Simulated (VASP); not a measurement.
Wanted: the native input for a VASP 6.6.1 run.

```yaml
Task: relaxation of cell and atoms
Functional: PBE
Potentials_or_basis: VASP PAW PBE potentials, release 64 (Cu)
Cutoff: 600 eV
k_mesh: 20 × 20 × 18
Occupations: fermi-dirac, width 0.05 eV
Spin: no spin polarisation
Target_pressure: 120 GPa
Dipole_correction: no
Further_INCAR_settings: ALGO = Normal; EDIFF = 1e-06; IBRION = 2; EDIFFG = -0.005; NSW = 60; ISIF = 3
```

The structure of Cu lies in POSCAR:

```
Cu
1.0
    2.1901816991      0.0000000000      0.0000000000
   -1.0950908495      1.8967529903      0.0000000000
    0.0000000000      0.0000000000      2.0587707971
Cu
1
Direct
    0.0000000000      0.0000000000      0.0000000000
```

The input as run:

INCAR

```
SYSTEM = Cu
PREC = Accurate ; ENCUT = 600
EDIFF = 1E-6 ; ISMEAR = -1
SIGMA = 0.05 ; LREAL = .FALSE.
LASPH = .TRUE. ; NELM = 60
ALGO = Normal ; ISIF = 3
LWAVE = .FALSE. ; LCHARG = .FALSE.
GGA = PE ; IBRION = 2
NSW = 60 ; EDIFFG = -0.005
PSTRESS = 1200.0
```

KPOINTS

```
Automatic mesh
0
G
  20 20 18
  0 0 0
```

Potentials or basis: VASP PAW PBE potentials, release 64 (Cu).

The run is started by

```console
$ cat potpaw_PBE.64/Cu/POTCAR > POTCAR
$ mpirun -np 1 vasp_std > vasp.out
```

Results of the run:

```json
{
 "Relaxed volume": "8.83 Å³/atom",
 "Relaxed cell": "a = 2.199 Å, b = 2.199 Å, c = 2.110 Å, α = 90.00°, β = 90.00°, γ = 120.00°",
 "Space group after relaxing (to 0.05 Å)": "P6/mmm (No. 191)",
 "Energy change on relaxing (the enthalpy is what falls)": "-237.8 meV/atom",
 "Ionic steps": "6",
 "Pressure after relaxing": "120.0 GPa"
}
```

Caveat: the cell is relaxed towards a set pressure, so the enthalpy falls and the energy may rise.

Wall time 100 s on 1 thread of AMD EPYC 7R43 64-Core Processor (Zen 3), on a shared host, peak memory 0.13 GiB.
